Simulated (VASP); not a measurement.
# GaP (R-3m) in VASP: notebook

The runs below take GaP through single point, with PBEsol.

Program: VASP 6.6.1. These are calculated values, not measurements. Logs are shortened: lines on timing, memory, paths and dates and some standing lists are left out, and cuts for length are marked.

**1. The cell of the first run**

It takes space group R-3m (No. 166, trigonal). The conventional cell has a = 4.197 Å, b = 4.197 Å, c = 17.749 Å, α = 90.00°, β = 90.00°, γ = 120.00°. Within 3.0 Å of Ga (site symmetry 3m) lie 1 Ga at 2.29 Å and 3 P at 2.55 Å. Within 2.7 Å of P (site symmetry 3m) lie 1 P at 2.04 Å and 3 Ga at 2.55 Å.

**2. Single point, PBEsol (strain +0.080 along x and y, -0.080 along z)**

INCAR reads:

```
PREC = Accurate
ENCUT = 520
EDIFF = 1E-6
ISMEAR = 0
SIGMA = 0.05
LREAL = False
LASPH = True
NELM = 80
ALGO = Normal
ISIF = 2
LWAVE = False
LCHARG = True
GGA = PS
LELF = True
LVHAR = True
NBANDS = 26
```

KPOINTS reads:

```
Automatic mesh
0
Gamma
  9 9 9
```

POSCAR reads:

```
GaP
1.0
    2.0984563895      1.2115443614      5.9163452923
   -2.0984563895      1.2115443614      5.9163452923
    0.0000000000     -2.4230887228      5.9163452923
Ga P
2 2
Direct
    0.4353720000      0.4353720000      0.4353720000
    0.5646280000      0.5646280000      0.5646280000
    0.0573890000      0.0573890000      0.0573890000
    0.9426110000      0.9426110000      0.9426110000
```

Potentials or basis: VASP PAW PBE potentials, release 64 (Ga_d, P).

On the command line:

```bash
$ cat potpaw_PBE.64/Ga_d/POTCAR potpaw_PBE.64/P/POTCAR > POTCAR
$ mpirun -np 1 vasp_std > vasp.out
```

OUTCAR:

```text
PREC = Accurate
   ENCUT = 520
   EDIFF = 1E-6
   ISMEAR = 0
   LREAL = False
   LASPH = True
   NELM = 80
   ISIF = 2
   GGA = PS

 ion  position               nearest neighbor table
   1  0.435  0.435  0.435-   2 2.29   3 2.55   3 2.55   3 2.55
   2  0.565  0.565  0.565-   1 2.29   4 2.55   4 2.55   4 2.55
   3  0.057  0.057  0.057-   4 2.04   1 2.55   1 2.55   1 2.55
   4  0.943  0.943  0.943-   3 2.04   2 2.55   2 2.55   2 2.55

  LATTYP: Found a trigonal (rhomboedric) cell.
 ALAT       =     6.3933168681
 COS(alpha) =     0.7845346533

  Lattice vectors:

 A1 = (   2.0984563895,   1.2115443614,   5.9163452923)
 A2 = (  -2.0984563895,   1.2115443614,   5.9163452923)
 A3 = (   0.0000000000,  -2.4230887228,   5.9163452923)

Analysis of symmetry for initial positions (statically):
=====================================================================
 Subroutine PRICEL returns:
 Original cell was already a primitive cell.

 Routine SETGRP: Setting up the symmetry group for a
 trigonal (rhombohedral) supercell.

 Subroutine GETGRP returns: Found 12 space group operations
 (whereof 12 operations were pure point group operations)
 out of a pool of 12 trial point group operations.

The static configuration has the point symmetry D_3d.

Analysis of symmetry for dynamics (positions and initial velocities):
=====================================================================
 Subroutine PRICEL returns:
 Original cell was already a primitive cell.

 Routine SETGRP: Setting up the symmetry group for a
 trigonal (rhombohedral) supercell.

 Subroutine GETGRP returns: Found 12 space group operations
 (whereof 12 operations were pure point group operations)
 out of a pool of 12 trial point group operations.

The dynamic configuration has the point symmetry D_3d.

 Subroutine INISYM returns: Found 12 space group operations
 (whereof 12 operations are pure point group operations),
 and found     1 'primitive' translations

----------------------------------------------------------------------------------------

                                     Primitive cell

  volume of cell :      90.2493

  direct lattice vectors                    reciprocal lattice vectors
     2.098456389  1.211544361  5.916345292     0.238270379  0.137565468  0.056341088
    -2.098456389  1.211544361  5.916345292    -0.238270379  0.137565468  0.056341088
     0.000000000 -2.423088723  5.916345292     0.000000000 -0.275130935  0.056341088

  length of vectors
     6.393316868  6.393316868  6.393316868     0.280840435  0.280840435  0.280840435

  position of ions in fractional coordinates (direct lattice)
     0.435372000  0.435372000  0.435372000
     0.564628000  0.564628000  0.564628000
     0.057389000  0.057389000  0.057389000
     0.942611000  0.942611000  0.942611000

  ion indices of the primitive-cell ions
   primitive index   ion index
                 1           1
                 2           2
                 3           3
                 4           4

----------------------------------------------------------------------------------------

 KPOINTS: Automatic mesh

Automatic generation of k-mesh.
 Grid dimensions read from file:
 generate k-points for:    9    9    9

 Generating k-lattice:

  Cartesian coordinates                     Fractional coordinates (reciprocal lattice)
     0.026474487  0.015285052  0.006260121     0.111111111  0.000000000 -0.000000000
    -0.026474487  0.015285052  0.006260121     0.000000000  0.111111111 -0.000000000
     0.000000000 -0.030570104  0.006260121    -0.000000000 -0.000000000  0.111111111

  Length of vectors
     0.031204493  0.031204493  0.031204493

  Shift w.r.t. Gamma in fractional coordinates (k-lattice)
     0.000000000  0.000000000  0.000000000

 Subroutine IBZKPT returns following result:
 ===========================================

 Found     85 irreducible k-points:

 Following reciprocal coordinates:
            Coordinates               Weight
  0.000000  0.000000  0.000000      1.000000
  0.111111  0.000000  0.000000      6.000000
  0.222222  0.000000  0.000000      6.000000
  0.333333 -0.000000  0.000000      6.000000
  0.444444  0.000000  0.000000      6.000000
  0.111111  0.111111  0.000000      6.000000
[... 16 lines left out ...]
 -0.333333  0.333333  0.000000      6.000000
  0.444444  0.444444  0.000000      6.000000
 [... further k-points ...]
   k-points           NKPTS =     85   k-points in BZ     NKDIM =     85   number of bands    NBANDS=     26
   number of dos      NEDOS =    301   number of ions     NIONS =      4
   total plane-waves  NPLWV = 110592
   dimension x,y,z NGX =    48 NGY =   48 NGZ =   48
   dimension x,y,z NGXF=    96 NGYF=   96 NGZF=   96
   ions per type =               2   2
   NGX,Y,Z   is equivalent  to a cutoff of  12.48, 12.48, 12.48 a.u.
   NGXF,Y,Z  is equivalent  to a cutoff of  24.96, 24.96, 24.96 a.u.
 SYSTEM =  unknown system
   PREC   = accura    normal or accurate (medium, high low for compatibility)
   ISTART =      0    job   : 0-new  1-cont  2-samecut
   ICHARG =      2    charge: 1-file 2-atom 10-const
   ISPIN  =      1    spin polarized calculation?
   LNONCOLLINEAR =      F non collinear calculations
   LSORBIT =      F    spin-orbit coupling
   LASPH  =      T    aspherical Exc in radial PAW
   ENCUT  =  520.0 eV  38.22 Ry    6.18 a.u.  11.89 11.89 11.89*2*pi/ulx,y,z
   NELM   =     80;   NELMIN=  2; NELMDL= -5     # of ELM steps
   EDIFF  = 0.1E-05   stopping-criterion for ELM
   LREAL  =      F    real-space projection
   EDIFFG = 0.1E-04   stopping-criterion for IOM
   NSW    =      0    number of steps for IOM
   IBRION =     -1    ionic relax: 0-MD 1-quasi-New 2-CG
   NFREE  =      0    steps in history (QN), initial steepest desc. (CG)
   ISIF   =      2    stress and relaxation
   ISYM   =      2    0-nonsym 1-usesym 2-fastsym
   POTIM  = 0.5000    time-step for ionic-motion
   TEBEG  =    0.0;   TEEND  =   0.0 temperature during run
   PSTRESS=    0.0 pullay stress
   NELECT =      36.0000    total number of electrons
   NUPDOWN=      -1.0000    fix difference up-down
   EMIN   =  10.00;   EMAX   =-10.00  energy-range for DOS
   EFERMI =   0.00;   METHOD = LEGACY
   ISMEAR =     0;   SIGMA  =   0.05  broadening in eV -4-tet -1-fermi 0-gaus
   EFERMI_NEDOS =   21; number of points for ismear=-14 and -15
   IALGO  =     38    algorithm
   IMIX   =      4    mixing-type and parameters
     AMIX     =   0.40;   BMIX     =  1.00
     AMIX_MAG =   1.60;   BMIX_MAG =  1.00
  volume/ion in A,a.u.               =      22.56       152.26
  Fermi-wavevector in a.u.,A,eV,Ry     =   1.205113  2.277333 19.759694  1.452297
  Thomas-Fermi vector in A             =   2.340818
   LORBIT       =      0    0 simple, 1 ext, 2 COOP (PROOUT), +10 PAW based schemes
   GGA     = PS    functional components
   LHFCALC =     F    Hartree Fock is set to
   AEXX    =    0.0000 exact exchange contribution
   IVDW    =     0    specifies the selected vdW correction
   LEPSILON=     F    determine dielectric tensor
   LRPA    =     F    only Hartree local field effects (RPA)
 non-spin polarized calculation
 Gauss-broadening in eV      SIGMA  =   0.05
  energy-cutoff  :      520.00
  volume of cell :       90.25
 maximum number of plane-waves:      2453
   NGX = 23   NGY = 23   NGZ = 23

 number of electron      36.0000007 magnetization

 Free energy of the ion-electron system (eV)
  ---------------------------------------------------
  ext. energy  EPLUGINS =         0.00000000
  ---------------------------------------------------
  free energy    TOTEN  =       -18.34493773 eV

  energy without entropy =      -18.34451017  energy(sigma->0) =      -18.34472395

 E-fermi :   3.8829     XC(G=0):  -9.5059

 val. band max:        3.8814258672   @ k =   0.2222   0.2222   0.1111
 cond. band min:       3.9029474946   @ k =   0.1111   0.1111   0.1111
 fundamental gap:      0.0215216274
 Fermi energy:         3.8828999695

 k-point     1 :       0.0000    0.0000    0.0000
  band No.  band energies     occupation
      1     -10.9699      2.00000
      2     -10.7421      2.00000
      3     -10.7421      2.00000
      4     -10.6454      2.00000
      5     -10.6454      2.00000
      6     -10.5960      2.00000
[... 18 lines left out ...]
     25       8.4936      0.00000
     26      11.2609      0.00000

 k-point     2 :       0.1111    0.0000    0.0000
  band No.  band energies     occupation
      1     -10.9686      2.00000
      2     -10.7485      2.00000
      3     -10.7420      2.00000
      4     -10.6480      2.00000
      5     -10.6427      2.00000
      6     -10.6010      2.00000
[... 18 lines left out ...]
     25       8.5474      0.00000
     26      11.5743      0.00000

 k-point     3 :       0.2222    0.0000    0.0000
  band No.  band energies     occupation
      1     -10.9654      2.00000
      2     -10.7642      2.00000
      3     -10.7420      2.00000
      4     -10.6547      2.00000
      5     -10.6361      2.00000
      6     -10.6117      2.00000
[... 18 lines left out ...]
     25       8.8883      0.00000
     26      11.2164      0.00000

 k-point     4 :       0.3333   -0.0000    0.0000
  band No.  band energies     occupation
      1     -10.9617      2.00000
      2     -10.7812      2.00000
      3     -10.7420      2.00000
      4     -10.6620      2.00000
      5     -10.6284      2.00000
      6     -10.6217      2.00000
[... 18 lines left out ...]
     25       9.9836      0.00000
     26      11.1518      0.00000

 k-point     5 :       0.4444    0.0000    0.0000
  band No.  band energies     occupation
      1     -10.9594      2.00000
      2     -10.7917      2.00000
      3     -10.7420      2.00000
      4     -10.6666      2.00000
      5     -10.6274      2.00000
      6     -10.6235      2.00000
[... 18 lines left out ...]
     25      10.3929      0.00000
     26      11.3890      0.00000

 k-point     6 :       0.1111    0.1111    0.0000
  band No.  band energies     occupation
      1     -10.9686      2.00000
      2     -10.7473      2.00000
      3     -10.7429      2.00000
      4     -10.6491      2.00000
      5     -10.6426      2.00000
      6     -10.6004      2.00000
[... 427 lines left out ...]
 k-point    21 :       0.4444    0.3333   -0.0000
  band No.  band energies     occupation
      1     -10.9596      2.00000
      2     -10.7631      2.00000
      3     -10.7493      2.00000
      4     -10.6929      2.00000
      5     -10.6303      2.00000
      6     -10.6053      2.00000
[... 18 lines left out ...]
     25      10.8634      0.00000
     26      12.2178      0.00000

 k-point    22 :      -0.4444    0.3333    0.0000
  band No.  band energies     occupation
      1     -10.9579      2.00000
      2     -10.7699      2.00000
      3     -10.7520      2.00000
      4     -10.6869      2.00000
      5     -10.6392      2.00000
      6     -10.5967      2.00000
[... 18 lines left out ...]
     25      10.4216      0.00000
     26      11.8602      0.00000

 k-point    23 :      -0.3333    0.3333    0.0000
  band No.  band energies     occupation
      1     -10.9573      2.00000
      2     -10.7790      2.00000
      3     -10.7510      2.00000
      4     -10.6737      2.00000
      5     -10.6489      2.00000
      6     -10.5919      2.00000
[... 18 lines left out ...]
     25      10.5455      0.00000
     26      11.0116      0.00000

 k-point    24 :       0.4444    0.4444    0.0000
  band No.  band energies     occupation
      1     -10.9590      2.00000
      2     -10.7571      2.00000
      3     -10.7487      2.00000
      4     -10.7071      2.00000
      5     -10.6225      2.00000
      6     -10.6103      2.00000
[... 18 lines left out ...]
     25      11.6612      0.00000
     26      12.4959      0.00000

 [... further k-points ...]
[... 5 lines left out ...]
  --------------------------------------------------------------------------------------
  -------------------------------------------------------------------------------------
  Total       -6.4469438     -6.4469438      9.0524164      0.0000000      0.0000000      0.0000000
  in kB     -114.4512231   -114.4512231    160.7056234      0.0000000      0.0000000      0.0000000
  external PRESSURE =     -22.7322742 kB  Pullay stress =       0.0000000 kB

 VOLUME and BASIS-vectors are now :
 -----------------------------------------------------------------------------
  energy-cutoff  :      520.00
  volume of cell :       90.25
      direct lattice vectors                 reciprocal lattice vectors
     2.098456389  1.211544361  5.916345292     0.238270379  0.137565468  0.056341088
    -2.098456389  1.211544361  5.916345292    -0.238270379  0.137565468  0.056341088
     0.000000000 -2.423088723  5.916345292     0.000000000 -0.275130935  0.056341088

 POSITION                                       TOTAL-FORCE (eV/Angst)
 -----------------------------------------------------------------------------------
      0.00000      0.00000      7.72743         0.000000     -0.000000     -1.215907
      0.00000      0.00000     10.02160         0.000000      0.000000      1.215907
      0.00000      0.00000      1.01860         0.000000      0.000000      2.640474
      0.00000      0.00000     16.73044         0.000000     -0.000000     -2.640474
 -----------------------------------------------------------------------------------
    total drift:                               -0.000000      0.000000      0.000000

  FREE ENERGIE OF THE ION-ELECTRON SYSTEM (eV)
  ---------------------------------------------------
  free  energy   TOTEN  =       -18.3449377335 eV

  energy  without entropy=      -18.3445101718  energy(sigma->0) =      -18.34472395
```

Wall time 4.1 min (1 thread of Intel Xeon Platinum 8259CL at 2.50GHz (Skylake/Cascade Lake), shared host); peak memory 0.42 GiB.

Results:

```yaml
Free_energy: -18.3449 eV
Pressure: -2.3 GPa
Largest_force: 2.640 eV/Å
Band_gap_on_the_k_mesh: zero (bands 18 and 19 overlap by 0.28 eV)
```

Forces in eV/Å, atoms in the order of the input:
```
Ga   0.000  0.000 -1.216
Ga   0.000  0.000  1.216
P    0.000  0.000  2.640
P    0.000  0.000 -2.640
```

Levels at points of the mesh, in eV from the Fermi level:
```
           k point  band 14  band 15  band 16  band 17  band 18  band 19  band 20  band 21  band 22  band 23
(0.00, 0.00, 0.00)    -2.49    -2.49    -0.58     0.08     0.08     0.18     0.68     2.88     2.88     3.81
```

Caveat: the cell differs from its parent crystal (strain +0.080 along x and y, -0.080 along z); semilocal functionals underestimate gaps, so a narrow gap can read as zero; the PAW data sets were made with another functional, which shifts forces and pressure a little.

**3. Single point, PBEsol (strain -0.080 along x and y, -0.080 along z)**

INCAR reads:

```
PREC = Accurate
ENCUT = 520
EDIFF = 1E-6
ISMEAR = 0
SIGMA = 0.05
LREAL = False
LASPH = True
NELM = 60
ALGO = Normal
ISIF = 2
LWAVE = False
LCHARG = False
GGA = PS
NBANDS = 26
```

KPOINTS is that of step 2.

POSCAR reads:

```
GaP
1.0
    1.7875739614      1.0320563078      5.9163452923
   -1.7875739614      1.0320563078      5.9163452923
    0.0000000000     -2.0641126157      5.9163452923
Ga P
2 2
Direct
    0.4353720000      0.4353720000      0.4353720000
    0.5646280000      0.5646280000      0.5646280000
    0.0573890000      0.0573890000      0.0573890000
    0.9426110000      0.9426110000      0.9426110000
```

Potentials or basis: VASP PAW PBE potentials, release 64 (Ga_d, P).

On the command line:

```bash
$ cat potpaw_PBE.64/Ga_d/POTCAR potpaw_PBE.64/P/POTCAR > POTCAR
$ mpirun -np 1 vasp_std > vasp.out
```

Run time: 3.9 min. Hardware: 1 thread of Intel Xeon Platinum 8259CL at 2.50GHz (Skylake/Cascade Lake), shared host; peak memory 0.38 GiB.

The run converged. Its results:

| Quantity | Value |
| --- | --- |
| Free energy | -18.2719 eV |
| Pressure | 26.6 GPa |
| Largest force | 1.043 eV/Å |
| Band gap on the k mesh | 0.44 eV (least direct gap 1.57 eV) |

Forces on the atoms (eV/Å):
```
Ga   0.000  0.000  0.420
Ga   0.000  0.000 -0.420
P    0.000  0.000  1.043
P    0.000  0.000 -1.043
```

Stress tensor (GPa, compression positive):
```
24.92  0.00  0.00
 0.00 24.92  0.00
 0.00  0.00 30.07
```

Levels at points of the mesh, in eV from the valence-band top:
| k point | band 15 | band 16 | band 17 | band 18 | band 19 | band 20 | band 21 | band 22 |
| --- | --- | --- | --- | --- | --- | --- | --- | --- |
| (0.00, 0.00, 0.00) | -2.35 | -0.48 | 0.00 | 0.00 | 1.61 | 2.52 | 3.58 | 3.58 |

Caveat: the cell differs from its parent crystal (strain -0.080 along x and y, -0.080 along z); the cell stands under pressure; the PAW data sets were made with another functional, which shifts forces and pressure a little; an odd mesh through Γ misses points on the zone boundary, where band edges can lie.
